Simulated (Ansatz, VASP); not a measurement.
# BN in VASP and in Ansatz

INCAR

```
ALGO     = Normal         # electronic algorithm
EDIFF    = 1E-6           # SCF threshold, eV
ENCUT    = 520            # plane-wave cutoff, eV
GGA      = PE             # functional
ISIF     = 2              # what is computed and relaxed
ISMEAR   = 0              # smearing method
LASPH    = T              # aspherical terms in the spheres
LCHARG   = F              # write CHGCAR
LREAL    = F              # projectors in reciprocal space
LWAVE    = F              # write WAVECAR
NBANDS   = 11             # bands
NELM     = 80             # most SCF steps
PREC     = Accurate       # precision mode
SIGMA    = 0.05           # smearing width, eV
```

The input KPOINTS:

```
k-points
0
Gamma
  12 12 12
```

File POSCAR:

```
BN
1.0
    0.0000000000      1.8123485119      1.8123485119
    1.8123485119      0.0000000000      1.8123485119
    1.8123485119      1.8123485119      0.0000000000
B N
1 1
Direct
    0.0310370768      0.0310370768     -0.0310370768
    0.7500000000      0.7500000000      0.7500000000
```

Input for Ansatz:

```yaml
crystal:
  lattice:
    - [0.0, 1.8123485119, 1.8123485119]
    - [1.8123485119, 0.0, 1.8123485119]
    - [1.8123485119, 1.8123485119, 0.0]
  atoms:
    - { symbol: B, position: [0.0310370768, 0.0310370768, -0.0310370768] }
    - { symbol: "N", position: [0.75, 0.75, 0.75] }
basis:
  ecutwfc: 420
kpoints:
  mp_grid: { grid: [12, 12, 12] }
hamiltonian:
  xc: pbe
scf:
  occupations: { method: gaussian, width: 0.05 }
output:
  forces: true
  stress: true
  eigenvalues: true
```

Change from the starting cell: all B atoms moved +0.113 Å, as atom 1 along Cartesian [0 0 1].

Alike in both runs: task single point; functional PBE; k mesh 12 × 12 × 12; occupations gaussian, width 0.05 eV; no spin polarisation.

|  | VASP | Ansatz |
| --- | --- | --- |
| version | VASP 6.6.1 | Ansatz 0.2.0 |
| potentials or method | VASP PAW PBE potentials, release 64 (B, N), cutoff 520 eV | scalar-relativistic, plane waves, PAW |
| valence electrons in the cell | 8 | 8 |

|  | VASP | Ansatz | Ansatz less VASP |
| --- | --- | --- | --- |
| gap on the k mesh at the Fermi level (eV) | 3.45 | 3.46 | +0.012 |
| least direct gap on the mesh (eV) | 7.36 | 7.36 | +0.006 |
| pressure (GPa) | 3.8 | 3.6 | -0.20 |
| traceless stress, the component that is largest in VASP (GPa) | -2.36 | -2.11 | +0.255 |
| rms of the force components (eV/Å) | 1.501 | 1.494 | -0.0072 |

Atom by atom the forces differ by 0.007 eV/Å (rms over components). The functional is the same, so the differences come from potentials, cutoffs and numerics.
